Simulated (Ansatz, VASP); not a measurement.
# Two plane-wave programs on InP

```xyz
2
Lattice="0.0000 2.9108 2.9108 2.9108 0.0000 2.9108 2.9108 2.9108 0.0000" Properties=species:S:1:pos:R:3 pbc="T T T"
In    0.0000    0.0000    0.0000
P     4.3662    4.3662    4.3662
```

Alike in both runs: task single point; functional LDA; k mesh 8 × 8 × 8; occupations fermi-dirac, width 0.05 eV; non-collinear spin, spin-orbit coupling.

|  | VASP | Ansatz |
| --- | --- | --- |
| version | VASP 6.6.1 | Ansatz 0.2.0 |
| potentials or method | VASP PAW LDA potentials, release 64 (In_d, P) | Ansatz PAW |
| plane-wave cutoff (eV) | 520 | 420 |
| valence electrons in the cell | 18 | 18 |

```csv
,VASP,Ansatz,Ansatz less VASP
pressure (GPa),0.2,0.1,-0.06
```

LDA's correlation is that of Perdew and Zunger in VASP and of Perdew and Wang (1992) in Ansatz.
